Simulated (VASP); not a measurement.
# Ti2W3 (P6_3/mmc) in VASP: single point with PBE

Aim: the single point of Ti2W3 with PBE.

Program: VASP 6.6.1. These are calculated values, not measurements. Logs are shortened: lines on timing, memory, paths and dates and some standing lists are left out, and cuts for length are marked.

### 1 The cell of the first run

It takes space group P6_3/mmc (No. 194, hexagonal). The conventional cell has a = 2.712 Å, b = 2.712 Å, c = 25.278 Å, α = 90.00°, β = 90.00°, γ = 120.00°. Within 3.6 Å of Ti (site symmetry 3m) lie 6 Ti at 2.71 Å and 6 W at 2.97 Å. Within 3.6 Å of W (site symmetry -6m2) lie 6 W at 2.71 Å and 6 Ti at 2.97 Å. W (site symmetry 3m) has 9 W at 2.71 to 2.97 Å and 3 Ti at 2.97 Å within 3.6 Å.

### 2 Single point, PBE

File INCAR:

```
SYSTEM = Ti2W3
ALGO     = Fast           ! electronic algorithm
EDIFF    = 1E-6           ! SCF threshold, eV
ENCUT    = 520            ! plane-wave cutoff, eV
GGA      = PE             ! functional
ISIF     = 2              ! what is computed and relaxed
ISMEAR   = 0              ! smearing method
LASPH    = .True.         ! aspherical terms in the spheres
LCHARG   = .True.         ! write CHGCAR
LELF     = .True.         ! ELF
LREAL    = .False.        ! projectors in reciprocal space
LVHAR    = .True.       
LWAVE    = .False.        ! write WAVECAR
NBANDS   = 77             ! bands
NELM     = 60             ! most SCF steps
PREC     = Accurate       ! precision mode
SIGMA    = 0.1            ! smearing width, eV
```

File KPOINTS:

```
k-points
0
Gamma
  6 6 1
  0 0 0
```

File POSCAR:

```
Ti2W3
1.0
    2.7122000300      0.0000000000      0.0000000000
   -1.3561000200      2.3488341300      0.0000000000
    0.0000000000      0.0000000000     25.2776738100
Ti W
4 6
Direct
    0.3333333300      0.6666666700      0.1500000000
    0.3333333300      0.6666666700      0.3500000000
    0.6666666700      0.3333333300      0.8500000000
    0.6666666700      0.3333333300      0.6500000000
    0.3333333300      0.6666666700      0.7500000000
    0.3333333300      0.6666666700      0.9500000000
    0.3333333300      0.6666666700      0.5500000000
    0.6666666700      0.3333333300      0.0500000000
    0.6666666700      0.3333333300      0.2500000000
    0.6666666700      0.3333333300      0.4500000000
```

Potentials or basis: VASP PAW PBE potentials, release 64 (Ti_sv, W_sv).

On the command line:

```sh
$ cat potpaw_PBE.64/Ti_sv/POTCAR potpaw_PBE.64/W_sv/POTCAR > POTCAR
$ mpirun -np 1 vasp_std > vasp.out
```

OUTCAR:

```text
SYSTEM = Ti2W3
   EDIFF = 1E-6
   ENCUT = 520
   GGA = PE
   ISIF = 2
   ISMEAR = 0
   LASPH = .True.
   LREAL = .False.
   NELM = 60
   PREC = Accurate

 ion  position               nearest neighbor table
   1  0.333  0.667  0.150-   8 2.97   9 2.97   8 2.97   9 2.97   8 2.97   9 2.97
   2  0.333  0.667  0.350-   9 2.97  10 2.97   9 2.97  10 2.97   9 2.97  10 2.97
   3  0.667  0.333  0.850-   5 2.97   6 2.97   5 2.97   6 2.97   5 2.97   6 2.97
   4  0.667  0.333  0.650-   5 2.97   7 2.97   5 2.97   7 2.97   5 2.97   7 2.97
   5  0.333  0.667  0.750-   3 2.97   4 2.97   3 2.97   4 2.97   3 2.97   4 2.97
   6  0.333  0.667  0.950-   8 2.97   3 2.97   8 2.97   3 2.97   8 2.97   3 2.97
   7  0.333  0.667  0.550-  10 2.97   4 2.97  10 2.97   4 2.97  10 2.97   4 2.97
   8  0.667  0.333  0.050-   6 2.97   1 2.97   6 2.97   1 2.97   6 2.97   1 2.97
   9  0.667  0.333  0.250-   1 2.97   2 2.97   1 2.97   2 2.97   1 2.97   2 2.97
  10  0.667  0.333  0.450-   7 2.97   2 2.97   7 2.97   2 2.97   7 2.97   2 2.97

  LATTYP: Found a hexagonal cell.
 ALAT       =     2.7122000300
 C/A-ratio  =     9.3199887657

  Lattice vectors:

 A1 = (   2.7122000300,   0.0000000000,   0.0000000000)
 A2 = (  -1.3561000200,   2.3488341300,   0.0000000000)
 A3 = (   0.0000000000,   0.0000000000,  25.2776738100)

Analysis of symmetry for initial positions (statically):
=====================================================================
 Subroutine PRICEL returns:
 Original cell was already a primitive cell.

 Routine SETGRP: Setting up the symmetry group for a
 hexagonal supercell.

 Subroutine GETGRP returns: Found 24 space group operations
 (whereof 12 operations were pure point group operations)
 out of a pool of 24 trial point group operations.

The static configuration has the point symmetry D_3d.
 The point group associated with its full space group is D_6h.

Analysis of symmetry for dynamics (positions and initial velocities):
=====================================================================
 Subroutine PRICEL returns:
 Original cell was already a primitive cell.

 Routine SETGRP: Setting up the symmetry group for a
 hexagonal supercell.

 Subroutine GETGRP returns: Found 24 space group operations
 (whereof 12 operations were pure point group operations)
 out of a pool of 24 trial point group operations.

The dynamic configuration has the point symmetry D_3d.
 The point group associated with its full space group is D_6h.

 Subroutine INISYM returns: Found 24 space group operations
 (whereof 12 operations are pure point group operations),
 and found     1 'primitive' translations

----------------------------------------------------------------------------------------

                                     Primitive cell

  volume of cell :     161.0316

  direct lattice vectors                    reciprocal lattice vectors
     2.712200030  0.000000000  0.000000000     0.368704369  0.212871567  0.000000000
    -1.356100020  2.348834130  0.000000000     0.000000000  0.425743132  0.000000000
     0.000000000  0.000000000 25.277673810     0.000000000  0.000000000  0.039560602

  length of vectors
     2.712200030  2.712200036 25.277673810     0.425743133  0.425743132  0.039560602

  position of ions in fractional coordinates (direct lattice)
     0.333333330  0.666666670  0.150000000
     0.333333330  0.666666670  0.350000000
     0.666666670  0.333333330  0.850000000
     0.666666670  0.333333330  0.650000000
     0.333333330  0.666666670  0.750000000
     0.333333330  0.666666670  0.950000000
     0.333333330  0.666666670  0.550000000
     0.666666670  0.333333330  0.050000000
     0.666666670  0.333333330  0.250000000
     0.666666670  0.333333330  0.450000000

  ion indices of the primitive-cell ions
   primitive index   ion index
                 1           1
                 2           2
                 3           3
                 4           4
                 5           5
                 6           6
                 7           7
                 8           8
                 9           9
                10          10

----------------------------------------------------------------------------------------

 KPOINTS: k-points

Automatic generation of k-mesh.
 Grid dimensions read from file:
 generate k-points for:    6    6    1

 Generating k-lattice:

  Cartesian coordinates                     Fractional coordinates (reciprocal lattice)
     0.061450728  0.035478594  0.000000000     0.166666667  0.000000000  0.000000000
     0.000000000  0.070957189  0.000000000     0.000000000  0.166666667  0.000000000
     0.000000000  0.000000000  0.039560602     0.000000000  0.000000000  1.000000000

  Length of vectors
     0.070957189  0.070957189  0.039560602

  Shift w.r.t. Gamma in fractional coordinates (k-lattice)
     0.000000000  0.000000000  0.000000000

 Subroutine IBZKPT returns following result:
 ===========================================

 Found      7 irreducible k-points:

 Following reciprocal coordinates:
            Coordinates               Weight
  0.000000  0.000000  0.000000      1.000000
  0.166667  0.000000  0.000000      6.000000
  0.333333  0.000000  0.000000      6.000000
  0.500000  0.000000  0.000000      3.000000
  0.166667  0.166667  0.000000      6.000000
  0.333333  0.166667  0.000000     12.000000
  0.333333  0.333333  0.000000      2.000000
   k-points           NKPTS =      7   k-points in BZ     NKDIM =      7   number of bands    NBANDS=     77
   number of dos      NEDOS =    301   number of ions     NIONS =     10
   total plane-waves  NPLWV =  76800
   dimension x,y,z NGX =    20 NGY =   20 NGZ =  192
   dimension x,y,z NGXF=    40 NGYF=   40 NGZF=  384
   ions per type =               4   6
   NGX,Y,Z   is equivalent  to a cutoff of  12.26, 12.26, 12.63 a.u.
   NGXF,Y,Z  is equivalent  to a cutoff of  24.52, 24.52, 25.25 a.u.
 SYSTEM =  Ti2W3
   PREC   = accura    normal or accurate (medium, high low for compatibility)
   ISTART =      0    job   : 0-new  1-cont  2-samecut
   ICHARG =      2    charge: 1-file 2-atom 10-const
   ISPIN  =      1    spin polarized calculation?
   LNONCOLLINEAR =      F non collinear calculations
   LSORBIT =      F    spin-orbit coupling
   LASPH  =      T    aspherical Exc in radial PAW
   ENCUT  =  520.0 eV  38.22 Ry    6.18 a.u.   5.04  5.04 47.00*2*pi/ulx,y,z
   NELM   =     60;   NELMIN=  2; NELMDL= -5     # of ELM steps
   EDIFF  = 0.1E-05   stopping-criterion for ELM
   LREAL  =      F    real-space projection
   EDIFFG = 0.1E-04   stopping-criterion for IOM
   NSW    =      0    number of steps for IOM
   IBRION =     -1    ionic relax: 0-MD 1-quasi-New 2-CG
   NFREE  =      0    steps in history (QN), initial steepest desc. (CG)
   ISIF   =      2    stress and relaxation
   ISYM   =      2    0-nonsym 1-usesym 2-fastsym
   POTIM  = 0.5000    time-step for ionic-motion
   TEBEG  =    0.0;   TEEND  =   0.0 temperature during run
   PSTRESS=    0.0 pullay stress
   NELECT =     132.0000    total number of electrons
   NUPDOWN=      -1.0000    fix difference up-down
   EMIN   =  10.00;   EMAX   =-10.00  energy-range for DOS
   EFERMI =   0.00;   METHOD = LEGACY
   ISMEAR =     0;   SIGMA  =   0.10  broadening in eV -4-tet -1-fermi 0-gaus
   EFERMI_NEDOS =   21; number of points for ismear=-14 and -15
   IALGO  =     68    algorithm
   IMIX   =      4    mixing-type and parameters
     AMIX     =   0.40;   BMIX     =  1.00
     AMIX_MAG =   1.60;   BMIX_MAG =  1.00
  volume/ion in A,a.u.               =      16.10       108.67
  Fermi-wavevector in a.u.,A,eV,Ry     =   1.532130  2.895307 31.938640  2.347424
  Thomas-Fermi vector in A             =   2.639379
   LORBIT       =      0    0 simple, 1 ext, 2 COOP (PROOUT), +10 PAW based schemes
   GGA     = PE    functional components
   LHFCALC =     F    Hartree Fock is set to
   AEXX    =    0.0000 exact exchange contribution
   IVDW    =     0    specifies the selected vdW correction
   LEPSILON=     F    determine dielectric tensor
   LRPA    =     F    only Hartree local field effects (RPA)
 non-spin polarized calculation
 RMM-DIIS sequential band-by-band and
 Gauss-broadening in eV      SIGMA  =   0.10
  energy-cutoff  :      520.00
  volume of cell :      161.03
 maximum number of plane-waves:      4377
   NGX = 11   NGY = 11   NGZ = 93

 number of electron     132.0000008 magnetization

 Free energy of the ion-electron system (eV)
  ---------------------------------------------------
  ext. energy  EPLUGINS =         0.00000000
  ---------------------------------------------------
  free energy    TOTEN  =      -104.97565514 eV

  energy without entropy =     -104.85851822  energy(sigma->0) =     -104.91708668

 E-fermi :  10.1172     XC(G=0): -12.8538

 val. band max:       10.1028235665   @ k =   0.3333   0.0000   0.0000
 cond. band min:      10.1244528751   @ k =   0.3333   0.0000   0.0000
 fundamental gap:      0.0216293086
 Fermi energy:        10.1172438542

 k-point     1 :       0.0000    0.0000    0.0000
  band No.  band energies     occupation
      1     -63.6237      2.00000
      2     -63.6237      2.00000
      3     -63.5926      2.00000
      4     -63.5926      2.00000
      5     -63.5107      2.00000
      6     -63.5107      2.00000
[... 69 lines left out ...]
     76      11.2654      0.00000
     77      11.3345      0.00000

 k-point     2 :       0.1667    0.0000    0.0000
  band No.  band energies     occupation
      1     -63.5886      2.00000
      2     -63.5886      2.00000
      3     -63.5611      2.00000
      4     -63.5611      2.00000
      5     -63.4773      2.00000
      6     -63.4773      2.00000
[... 69 lines left out ...]
     76      11.1099      0.00000
     77      11.7442      0.00000
[... 318 lines left out ...]
     76      12.0281      0.00000
     77      12.2231      0.00000

 k-point     7 :       0.3333    0.3333    0.0000
  band No.  band energies     occupation
      1     -63.4570      2.00000
      2     -63.4570      2.00000
      3     -63.4569      2.00000
      4     -63.4569      2.00000
      5     -63.3592      2.00000
      6     -63.3592      2.00000
[... 69 lines left out ...]
     76      11.5210      0.00000
     77      11.6204      0.00000

------------------------ aborting loop because EDIFF is reached ----------------------------------------

  FORCE on cell =-STRESS in cart. coord.  units (eV):
  Direction    XX          YY          ZZ          XY          YZ          ZX
  --------------------------------------------------------------------------------------
  -------------------------------------------------------------------------------------
  Total       14.6551080     14.6551080     -3.6997088     -0.0000000     -0.0000000      0.0000000
  in kB      145.8103773    145.8103778    -36.8100962     -0.0000003     -0.0000000      0.0000000
  external PRESSURE =      84.9368863 kB  Pullay stress =       0.0000000 kB

 VOLUME and BASIS-vectors are now :
 -----------------------------------------------------------------------------
  energy-cutoff  :      520.00
  volume of cell :      161.03
      direct lattice vectors                 reciprocal lattice vectors
     2.712200030  0.000000000  0.000000000     0.368704369  0.212871567  0.000000000
    -1.356100020  2.348834130  0.000000000     0.000000000  0.425743132  0.000000000
     0.000000000  0.000000000 25.277673810     0.000000000  0.000000000  0.039560602

 POSITION                                       TOTAL-FORCE (eV/Angst)
 -----------------------------------------------------------------------------------
     -0.00000      1.56589      3.79165        -0.000000      0.000000      0.068633
     -0.00000      1.56589      8.84719        -0.000000      0.000000     -0.068633
      1.35610      0.78294     21.48602         0.000000      0.000000     -0.068633
      1.35610      0.78294     16.43049         0.000000      0.000000      0.068633
     -0.00000      1.56589     18.95826         0.000000      0.000000      0.000000
     -0.00000      1.56589     24.01379        -0.000000      0.000000      0.320272
     -0.00000      1.56589     13.90272        -0.000000      0.000000     -0.320272
      1.35610      0.78294      1.26388         0.000000     -0.000000     -0.320272
      1.35610      0.78294      6.31942        -0.000000      0.000000      0.000000
      1.35610      0.78294     11.37495         0.000000     -0.000000      0.320272
 -----------------------------------------------------------------------------------
    total drift:                                0.000012     -0.000007      0.000019

  FREE ENERGIE OF THE ION-ELECTRON SYSTEM (eV)
  ---------------------------------------------------
  free  energy   TOTEN  =      -104.9756551388 eV

  energy  without entropy=     -104.8585182172  energy(sigma->0) =     -104.91708668
```

It took 4.2 min on 1 thread of Intel Xeon 6975P-C (Granite Rapids), shared host; peak memory 0.31 GiB.

Results:

```yaml
Free_energy: -104.9757 eV
Pressure: 8.5 GPa
Largest_force: 0.320 eV/Å
Band_gap_on_the_k_mesh: zero (bands 66 and 67 overlap by 1.27 eV)
```

Forces on the atoms (eV/Å):
```
Ti   0.000  0.000  0.069
Ti   0.000  0.000 -0.069
Ti   0.000  0.000 -0.069
Ti   0.000  0.000  0.069
W    0.000  0.000  0.000
W    0.000  0.000  0.320
W    0.000  0.000 -0.320
W    0.000  0.000 -0.320
W    0.000  0.000  0.000
W    0.000  0.000  0.320
```

Caveat: the k points lie up to 0.45 Å⁻¹ apart, too coarse for converged energies and pressures of a metal; spin-orbit coupling is left out, which moves the levels of the heavy elements.
